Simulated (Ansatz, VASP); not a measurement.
# Rb in VASP and in Ansatz

The input INCAR:

```
SYSTEM = Rb
  PREC = Accurate
  ENCUT = 520
  EDIFF = 1E-7
  ISMEAR = 0
  SIGMA = 0.1
  LREAL = .FALSE.
  LASPH = .TRUE.
  NELM = 60
  ALGO = Normal
  ISIF = 2
  LWAVE = .FALSE.
  LCHARG = .FALSE.
  GGA = PE
  NBANDS = 16
```

File KPOINTS:

```
Automatic mesh
0
G
  4 4 4
  0 0 0
```

Contents of POSCAR:

```
Rb
1.0
    2.3657086052     -6.8875818502      0.0000000000
    2.3657086052      6.8875818502      0.0000000000
   -0.2009056223      0.0000000000      5.6960549933
Rb
2
Direct
    0.8690000000      0.1310000000      0.2500000000
    0.1310000000      0.8690000000      0.7500000000
```

Input for Ansatz:

```yaml
crystal:
  lattice:
    - [2.3657086052, -6.8875818502, 0.0]
    - [2.3657086052, 6.8875818502, 0.0]
    - [-0.2009056223, 0.0, 5.6960549933]
  atoms:
    - { symbol: Rb, position: [0.869, 0.131, 0.25] }
    - { symbol: Rb, position: [0.131, 0.869, 0.75] }
basis:
  ecutwfc: 420
kpoints:
  mp_grid: { grid: [4, 4, 4] }
hamiltonian:
  xc: pbe
scf:
  occupations: { method: gaussian, width: 0.1 }
  lower_state_search: "off"
output:
  forces: true
  stress: true
  eigenvalues: true
```

Alike in both runs: task single point; functional PBE; k mesh 4 × 4 × 4; occupations gaussian, width 0.1 eV; no spin polarisation.

```csv
,VASP,Ansatz
version,VASP 6.6.1,Ansatz 0.2.0
potentials or method,"VASP PAW PBE potentials, release 64 (Rb_sv), cutoff 520 eV","scalar-relativistic, plane waves, PAW"
valence electrons in the cell,18,18
```

```csv
,VASP,Ansatz,Ansatz less VASP
gap on the k mesh at the Fermi level (eV),none,none,-
pressure (GPa),0.1,0.1,0.00
"traceless stress, the component that is largest in VASP (GPa)",0.06,0.06,0.000
rms of the force components (eV/Å),0.014,0.014,+0.0001
```

Atom by atom the forces differ by 0.000 eV/Å (rms over components). A gap of «none» marks a metal or a gap that the smearing closes. The functional is the same, so the differences come from potentials, cutoffs and numerics.
